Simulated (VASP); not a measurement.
The system is BC.

```
B C
1.0
     0.00000    1.98688    1.98688
     1.98688    0.00000    1.98688
     1.98688    1.98688    0.00000
B C
1 1
Direct
  0.00000 0.00000 0.00000
  0.75000 0.75000 0.75000
```

- Program: VASP 6.6.1
- Task: relaxation of cell and atoms
- Functional: PBE
- Potentials or basis: VASP PAW PBE potentials, release 64 (B, C)
- Cutoff: 600 eV
- k mesh: 8 × 8 × 8
- Occupations: gaussian, width 0.1 eV
- Spin: no spin polarisation

At the start: pressure -31.1 GPa; volume 7.84 Å³/atom.

How do energy, volume and symmetry change on relaxing?

Over 3 steps the energy falls by 114.4 meV/atom and the volume is 6.79 Å³/atom (-13.4 %); space group F-43m (No. 216, to 0.1 Å) before and after.

The path:
| step | energy change (eV) | largest force (eV/Å) | pressure (GPa) | volume (Å³) |
| --- | --- | --- | --- | --- |
| 1 | 0.0000 | 0.0000 | -31.09 | 15.69 |
| 2 | -0.1400 | 0.0000 | 27.61 | 12.48 |
| 3 | -0.2288 | 0.0000 | -0.19 | 13.59 |

Final structure:
```cif
data_structure
_symmetry_space_group_name_H-M 'P 1'
_symmetry_Int_Tables_number 1
_cell_length_a 2.6786
_cell_length_b 2.6786
_cell_length_c 2.6786
_cell_angle_alpha 60.000
_cell_angle_beta 60.000
_cell_angle_gamma 60.000
_cell_volume 13.59
loop_
_atom_site_label
_atom_site_type_symbol
_atom_site_fract_x
_atom_site_fract_y
_atom_site_fract_z
_atom_site_occupancy
B1 B 0.00000 0.00000 0.00000 1
C1 C 0.75000 0.75000 0.75000 1
```
